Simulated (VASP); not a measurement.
# Al (Fm-3m) in VASP: single point with PBEsol+D3(BJ)

Aim: the single point of Al with PBEsol+D3(BJ).

Program: VASP 6.6.1. These are calculated values, not measurements. Logs are shortened: lines on timing, memory, paths and dates and some standing lists are left out, and cuts for length are marked.

## (1) The cell of the first run

The structure is cubic, space group Fm-3m (No. 225). The conventional cell has a = 3.962 Å, b = 3.962 Å, c = 3.962 Å, α = 90.00°, β = 90.00°, γ = 90.00°. Al (site symmetry m-3m) has 12 Al at 2.80 Å within 3.7 Å.

## (2) Single point, PBEsol+D3(BJ)

Contents of INCAR:

```
ALGO     = Normal         # electronic algorithm
EDIFF    = 1E-6           # SCF threshold, eV
ENCUT    = 500            # plane-wave cutoff, eV
GGA      = PS             # functional
GGA_COMPAT= F            
ISIF     = 2              # what is computed and relaxed
ISMEAR   = 0              # smearing method
IVDW     = 12             # dispersion correction
LASPH    = T              # aspherical terms in the spheres
LCHARG   = F              # write CHGCAR
LREAL    = F              # projectors in reciprocal space
LWAVE    = F              # write WAVECAR
NBANDS   = 8              # bands
NELM     = 120            # most SCF steps
PREC     = Accurate       # precision mode
SIGMA    = 0.1            # smearing width, eV
```

Contents of KPOINTS:

```
k-points
0
Gamma
  18 18 18
```

Contents of POSCAR:

```
Al
1.0
    0.0000000000      1.9809156625      1.9809156625
    1.9809156625      0.0000000000      1.9809156625
    1.9809156625      1.9809156625      0.0000000000
Al
1
Direct
    0.0000000000      0.0000000000      0.0000000000
```

Potentials or basis: VASP PAW PBE potentials, release 64 (Al).

Run with:

```
> cat potpaw_PBE.64/Al/POTCAR > POTCAR
> mpirun -np 1 vasp_std > vasp.out
```

OUTCAR:

```text
EDIFF = 1E-6
   ENCUT = 500
   GGA = PS
   ISIF = 2
   ISMEAR = 0
   IVDW = 12
   LASPH = T
   LREAL = F
   NELM = 120
   PREC = Accurate
 IVDW          = 12

 ion  position               nearest neighbor table
   1  0.000  0.000  0.000-

  LATTYP: Found a face centered cubic cell.
 ALAT       =     3.9618313250

  Lattice vectors:

 A1 = (   0.0000000000,   1.9809156625,   1.9809156625)
 A2 = (   1.9809156625,   0.0000000000,   1.9809156625)
 A3 = (   1.9809156625,   1.9809156625,   0.0000000000)

Analysis of symmetry for initial positions (statically):
=====================================================================
 Subroutine PRICEL returns:
 Original cell was already a primitive cell.

 Routine SETGRP: Setting up the symmetry group for a
 face centered cubic supercell.

 Subroutine GETGRP returns: Found 48 space group operations
 (whereof 48 operations were pure point group operations)
 out of a pool of 48 trial point group operations.

The static configuration has the point symmetry O_h .

Analysis of symmetry for dynamics (positions and initial velocities):
=====================================================================
 Subroutine PRICEL returns:
 Original cell was already a primitive cell.

 Routine SETGRP: Setting up the symmetry group for a
 face centered cubic supercell.

 Subroutine GETGRP returns: Found 48 space group operations
 (whereof 48 operations were pure point group operations)
 out of a pool of 48 trial point group operations.

The dynamic configuration has the point symmetry O_h .

 Subroutine INISYM returns: Found 48 space group operations
 (whereof 48 operations are pure point group operations),
 and found     1 'primitive' translations

----------------------------------------------------------------------------------------

                                     Primitive cell

  volume of cell :      15.5463

  direct lattice vectors                    reciprocal lattice vectors
     0.000000000  1.980915662  1.980915662    -0.252408525  0.252408525  0.252408525
     1.980915662  0.000000000  1.980915662     0.252408525 -0.252408525  0.252408525
     1.980915662  1.980915662  0.000000000     0.252408525  0.252408525 -0.252408525

  length of vectors
     2.801437796  2.801437796  2.801437796     0.437184389  0.437184389  0.437184389

  position of ions in fractional coordinates (direct lattice)
     0.000000000  0.000000000  0.000000000

  ion indices of the primitive-cell ions
   primitive index   ion index
                 1           1

----------------------------------------------------------------------------------------

 KPOINTS: k-points

Automatic generation of k-mesh.
 Grid dimensions read from file:
 generate k-points for:   18   18   18

 Generating k-lattice:

  Cartesian coordinates                     Fractional coordinates (reciprocal lattice)
    -0.014022696  0.014022696  0.014022696     0.055555556  0.000000000  0.000000000
     0.014022696 -0.014022696  0.014022696     0.000000000  0.055555556  0.000000000
     0.014022696  0.014022696 -0.014022696     0.000000000  0.000000000  0.055555556

  Length of vectors
     0.024288022  0.024288022  0.024288022

  Shift w.r.t. Gamma in fractional coordinates (k-lattice)
     0.000000000  0.000000000  0.000000000

 Subroutine IBZKPT returns following result:
 ===========================================

 Found    195 irreducible k-points:

 Following reciprocal coordinates:
            Coordinates               Weight
  0.000000  0.000000  0.000000      1.000000
  0.055556  0.000000  0.000000      8.000000
  0.111111  0.000000  0.000000      8.000000
  0.166667  0.000000  0.000000      8.000000
  0.222222  0.000000  0.000000      8.000000
  0.277778  0.000000  0.000000      8.000000
[... 16 lines left out ...]
 -0.277778  0.055556  0.000000     24.000000
 -0.222222  0.055556  0.000000     24.000000
 [... further k-points ...]
   k-points           NKPTS =    195   k-points in BZ     NKDIM =    195   number of bands    NBANDS=      8
   number of dos      NEDOS =    301   number of ions     NIONS =      1
   total plane-waves  NPLWV =   8000
   dimension x,y,z NGX =    20 NGY =   20 NGZ =   20
   dimension x,y,z NGXF=    40 NGYF=   40 NGZF=   40
   ions per type =               1
   NGX,Y,Z   is equivalent  to a cutoff of  11.87, 11.87, 11.87 a.u.
   NGXF,Y,Z  is equivalent  to a cutoff of  23.74, 23.74, 23.74 a.u.
 SYSTEM =  unknown system
   PREC   = accura    normal or accurate (medium, high low for compatibility)
   ISTART =      0    job   : 0-new  1-cont  2-samecut
   ICHARG =      2    charge: 1-file 2-atom 10-const
   ISPIN  =      1    spin polarized calculation?
   LNONCOLLINEAR =      F non collinear calculations
   LSORBIT =      F    spin-orbit coupling
   LASPH  =      T    aspherical Exc in radial PAW
   ENCUT  =  500.0 eV  36.75 Ry    6.06 a.u.   5.11  5.11  5.11*2*pi/ulx,y,z
   NELM   =    120;   NELMIN=  2; NELMDL= -5     # of ELM steps
   EDIFF  = 0.1E-05   stopping-criterion for ELM
   LREAL  =      F    real-space projection
   EDIFFG = 0.1E-04   stopping-criterion for IOM
   NSW    =      0    number of steps for IOM
   IBRION =     -1    ionic relax: 0-MD 1-quasi-New 2-CG
   NFREE  =      0    steps in history (QN), initial steepest desc. (CG)
   ISIF   =      2    stress and relaxation
   ISYM   =      2    0-nonsym 1-usesym 2-fastsym
   POTIM  = 0.5000    time-step for ionic-motion
   TEBEG  =    0.0;   TEEND  =   0.0 temperature during run
   PSTRESS=    0.0 pullay stress
   NELECT =       3.0000    total number of electrons
   NUPDOWN=      -1.0000    fix difference up-down
   EMIN   =  10.00;   EMAX   =-10.00  energy-range for DOS
   EFERMI =   0.00;   METHOD = LEGACY
   ISMEAR =     0;   SIGMA  =   0.10  broadening in eV -4-tet -1-fermi 0-gaus
   EFERMI_NEDOS =   21; number of points for ismear=-14 and -15
   IALGO  =     38    algorithm
   IMIX   =      4    mixing-type and parameters
     AMIX     =   0.40;   BMIX     =  1.00
     AMIX_MAG =   1.60;   BMIX_MAG =  1.00
  volume/ion in A,a.u.               =      15.55       104.91
  Fermi-wavevector in a.u.,A,eV,Ry     =   0.946032  1.787742 12.176901  0.894977
  Thomas-Fermi vector in A             =   2.073991
   LORBIT       =      0    0 simple, 1 ext, 2 COOP (PROOUT), +10 PAW based schemes
   GGA     = PS    functional components
   LHFCALC =     F    Hartree Fock is set to
   AEXX    =    0.0000 exact exchange contribution
   IVDW    =    12    specifies the selected vdW correction
   LEPSILON=     F    determine dielectric tensor
   LRPA    =     F    only Hartree local field effects (RPA)
 non-spin polarized calculation
 Gauss-broadening in eV      SIGMA  =   0.10
  energy-cutoff  :      500.00
  volume of cell :       15.55
 maximum number of plane-waves:       411
   NGX = 11   NGY = 11   NGZ = 11

 number of electron       3.0000000 magnetization

 Free energy of the ion-electron system (eV)
  ---------------------------------------------------
  ext. energy  EPLUGINS =         0.00000000
  ---------------------------------------------------
  free energy    TOTEN  =        -4.08361848 eV

  energy without entropy =       -4.08076588  energy(sigma->0) =       -4.08219218

 E-fermi :   8.5774     XC(G=0): -10.4758

 val. band max:        8.5721616425   @ k =  -0.4444   0.3333   0.1111
 cond. band min:       8.5933366490   @ k =  -0.2222   0.3889   0.1667
 fundamental gap:      0.0211750066
 Fermi energy:         8.5773836675

 k-point     1 :       0.0000    0.0000    0.0000
  band No.  band energies     occupation
      1      -2.9635      2.00000
      2      21.5119      0.00000
      3      21.5119      0.00000
      4      21.5119      0.00000
      5      23.4655      0.00000
      6      23.4655      0.00000
      7      23.4655      0.00000
      8      25.5088      0.00000

 k-point     2 :       0.0556    0.0000    0.0000
  band No.  band energies     occupation
      1      -2.8762      2.00000
      2      20.0296      0.00000
      3      21.2502      0.00000
      4      21.2502      0.00000
      5      23.8660      0.00000
      6      23.8660      0.00000
      7      23.9479      0.00000
      8      26.4468      0.00000

 k-point     3 :       0.1111    0.0000    0.0000
  band No.  band energies     occupation
      1      -2.6148      2.00000
      2      17.7521      0.00000
      3      20.7755      0.00000
      4      20.7755      0.00000
      5      23.9554      0.00000
      6      24.7334      0.00000
      7      24.7334      0.00000
      8      27.0391      0.00000

 k-point     4 :       0.1667    0.0000    0.0000
  band No.  band energies     occupation
      1      -2.1802      2.00000
      2      15.4457      0.00000
      3      20.3422      0.00000
      4      20.3422      0.00000
      5      23.7615      0.00000
      6      25.3373      0.00000
      7      25.3373      0.00000
      8      26.3728      0.00000

 k-point     5 :       0.2222    0.0000    0.0000
  band No.  band energies     occupation
      1      -1.5742      2.00000
      2      13.2145      0.00000
      3      20.0183      0.00000
      4      20.0183      0.00000
      5      23.5681      0.00000
      6      24.4274      0.00000
      7      24.4274      0.00000
      8      27.4422      0.00000
[... 177 lines left out ...]
 k-point    22 :      -0.3333    0.0556    0.0000
  band No.  band energies     occupation
      1       0.5676      2.00000
      2       8.5297      1.49996
      3      18.0412      0.00000
      4      20.9525      0.00000
      5      21.1316      0.00000
      6      22.5612      0.00000
      7      24.1644      0.00000
      8      27.1380      0.00000

 k-point    23 :      -0.2778    0.0556    0.0000
  band No.  band energies     occupation
      1      -0.4276      2.00000
      2      10.4775      0.00000
      3      18.0610      0.00000
      4      21.0352      0.00000
      5      21.9533      0.00000
      6      23.4442      0.00000
      7      24.1284      0.00000
      8      27.9551      0.00000

 k-point    24 :      -0.2222    0.0556    0.0000
  band No.  band energies     occupation
      1      -1.2579      2.00000
      2      12.5517      0.00000
      3      18.2281      0.00000
      4      21.1680      0.00000
      5      22.9854      0.00000
      6      24.0931      0.00000
      7      24.5614      0.00000
      8      26.8113      0.00000

 [... further k-points ...]

------------------------ aborting loop because EDIFF is reached ----------------------------------------

 Edisp (eV)   -0.33725

 E8    (eV) :    -0.2271

  FORCE on cell =-STRESS in cart. coord.  units (eV):
  Direction    XX          YY          ZZ          XY          YZ          ZX
  --------------------------------------------------------------------------------------
  -------------------------------------------------------------------------------------
  Total       0.00819     0.00819     0.00819    -0.00000     0.00000     0.00000
  in kB       0.84441     0.84441     0.84441    -0.00000     0.00000     0.00000
  external pressure =        0.84 kB  Pullay stress =        0.00 kB

 VOLUME and BASIS-vectors are now :
 -----------------------------------------------------------------------------
  energy-cutoff  :      500.00
  volume of cell :       15.55
      direct lattice vectors                 reciprocal lattice vectors
     0.000000000  1.980915662  1.980915662    -0.252408525  0.252408525  0.252408525
     1.980915662  0.000000000  1.980915662     0.252408525 -0.252408525  0.252408525
     1.980915662  1.980915662  0.000000000     0.252408525  0.252408525 -0.252408525

 POSITION                                       TOTAL-FORCE (eV/Angst)
 -----------------------------------------------------------------------------------
      0.00000      0.00000      0.00000         0.000000      0.000000      0.000000
 -----------------------------------------------------------------------------------
    total drift:                               -0.000000     -0.000000     -0.000000

  FREE ENERGIE OF THE ION-ELECTRON SYSTEM (eV)
  ---------------------------------------------------
  free  energy   TOTEN  =        -4.4208665197 eV

  energy  without entropy=       -4.4180139200  energy(sigma->0) =       -4.41944022
```

Wall time 7.3 s (1 thread of AMD EPYC 9R45 (Zen 5), shared host); peak memory 0.11 GiB.

Results:

```yaml
Free_energy: -4.4209 eV
Pressure: 0.1 GPa
Dispersion_energy_per_atom: -0.337 eV
```

Caveat: the PAW data sets were made with another functional, which shifts forces and pressure a little; pairwise dispersion overbinds metals, which lowers pressure and volume.
